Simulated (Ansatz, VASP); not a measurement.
One calculation of CsBe3, two programs

```
CELL_PARAMETERS angstrom
4.05469 0.00000 0.00000
0.00000 4.05469 0.00000
0.00000 0.00000 4.05469
ATOMIC_POSITIONS crystal
Cs 0.00000 0.00000 0.00000
Be 0.00000 0.50000 0.50000
Be 0.50000 0.00000 0.50000
Be 0.50000 0.50000 0.00000
```

Alike in both runs: task relaxation of cell and atoms; functional PBE; k mesh 4 × 4 × 4; occupations gaussian, width 0.1 eV; no spin polarisation.

|  | VASP | Ansatz |
| --- | --- | --- |
| version | VASP 6.6.1 | Ansatz 0.2.0 |
| potentials or method | VASP PAW PBE potentials, release 64 (Cs_sv, Be), cutoff 600 eV | scalar-relativistic, plane waves, PAW |
| valence electrons in the cell | 15 | 15 |

```tsv
	VASP	Ansatz	Ansatz less VASP
gap on the k mesh at the Fermi level, each at its own relaxed structure (eV)	none	none	-
relaxed volume (Å³/atom)	24.38	24.05	-0.327
relaxed length of the cell vector where the two differ most in proportion (Å)	4.603	4.582	-0.0207
```

A gap of «none» marks a metal or a gap that the smearing closes.

The k mesh is coarse, so the values compare programs but aren't converged. Spin-orbit coupling is off throughout. Noted on VASP's run: the volume moved by over 15 % at a fixed basis, so the end points are rough.
